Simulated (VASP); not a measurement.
Write the native input for VASP 6.6.1 that does the following.

- Task: single point
- Functional: PBEsol
- Potentials or basis: VASP PAW PBE potentials, release 64 (K_sv, Li_sv, Br)
- Cutoff: 520 eV
- k mesh: 6 × 6 × 2
- Occupations: fermi-dirac, width 0.03 eV
- Spin: no spin polarisation
- Dipole correction: no
- Further INCAR settings: ALGO = Normal; EDIFF = 1e-07; NBANDS = 30

The structure of K2LiBr3 lies in POSCAR:

```
K2LiBr3
1.0
    4.3147240777      0.0000000028      0.0000000000
   -2.1573620412      3.7366606602      0.0000000000
    0.0000000000      0.0000000000     10.9795244827
K Li Br
2 1 3
Direct
    0.3333333333      0.6666666667      0.8155888515
    0.6666666667      0.3333333333      0.1844111485
    0.0000000000      0.0000000000      0.5000000000
    0.3333333333      0.6666666667      0.3699502778
    0.6666666667      0.3333333333      0.6300497222
    0.0000000000      0.0000000000      0.0000000000
```

One way to write it, as run:

INCAR

```
SYSTEM = K2LiBr3
PREC = Accurate
ENCUT = 520
EDIFF = 1E-7
ISMEAR = -1
SIGMA = 0.03
LREAL = .False.
LASPH = .True.
NELM = 60
ALGO = Normal
ISIF = 2
LWAVE = .False.
LCHARG = .True.
GGA = PS
LELF = .True.
LVHAR = .True.
NBANDS = 30
```

KPOINTS

```
Automatic mesh
0
Gamma
  6 6 2
  0 0 0
```

Potentials or basis: VASP PAW PBE potentials, release 64 (K_sv, Li_sv, Br).

Launch:

```console
$ cat potpaw_PBE.64/K_sv/POTCAR potpaw_PBE.64/Li_sv/POTCAR potpaw_PBE.64/Br/POTCAR > POTCAR
$ mpirun -np 1 vasp_std > vasp.out
```

It gave:

* Largest force: 0.009 eV/Å
* Band gap on the k mesh: 4.28 eV

Caveat: the PAW data sets were made with another functional, which shifts forces and pressure a little.

It took 110 s on 1 thread of Oxide Virtual Turin-like Processor, on a shared host, peak memory 0.27 GiB.
